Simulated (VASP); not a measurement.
# NaF: single point with PBEsol

The system is NaF.

```
Na F
1.0
     0.00000    2.35815    2.39300
     2.35815    0.00000    2.39300
     2.35815    2.35815    0.00000
Na F
1 1
Direct
  0.00000 0.00000 0.00000
  0.50000 0.50000 0.50000
```

This cell differs from its parent crystal: strain +0.015 along x and y, +0.030 along z.

- Program: VASP 6.6.1
- Task: single point
- Functional: PBEsol
- Potentials or basis: VASP PAW PBE potentials, release 64 (Na_pv, F)
- Cutoff: 520 eV
- k mesh: 8 × 8 × 8
- Occupations: gaussian, width 0.05 eV
- Spin: no spin polarisation
- Dipole correction: no
- Further INCAR settings: ALGO = Normal; EDIFF = 1e-07; NBANDS = 14

```yaml
Pressure: -2.9 GPa
Band_gap_on_the_k_mesh: 5.83 eV
```

Stress tensor (GPa, compression positive):
```
-2.70  0.00  0.00
 0.00 -2.70  0.00
 0.00  0.00 -3.45
```

Levels at points of the mesh, in eV from the valence-band top:
| k point | band 3 | band 4 | band 5 | band 6 | band 7 | band 8 | band 9 | band 10 | band 11 | band 12 |
| --- | --- | --- | --- | --- | --- | --- | --- | --- | --- | --- |
| (0.00, 0.00, 0.00) | -18.98 | -18.95 | 0.00 | 0.00 | 0.00 | 5.82 | 18.31 | 18.41 | 18.41 | 20.92 |
| (0.50, 0.00, 0.00) | -18.98 | -18.18 | -1.48 | -0.23 | -0.22 | 10.21 | 11.78 | 19.14 | 19.40 | 21.90 |
| (0.50, 0.50, 0.00) | -19.02 | -18.74 | -1.21 | -0.37 | -0.37 | 12.32 | 12.85 | 12.96 | 18.91 | 18.91 |
| (0.50, 0.00, 0.50) | -19.02 | -18.73 | -1.19 | -0.40 | -0.38 | 12.51 | 12.83 | 12.91 | 18.68 | 18.81 |

It took 23 s on 1 thread of Intel Xeon 8259CL (shared host), peak memory 0.16 GiB.

Caveat: the cell differs from its parent crystal (strain +0.015 along x and y, +0.030 along z); the PAW data sets were made with another functional, which shifts forces and pressure a little.
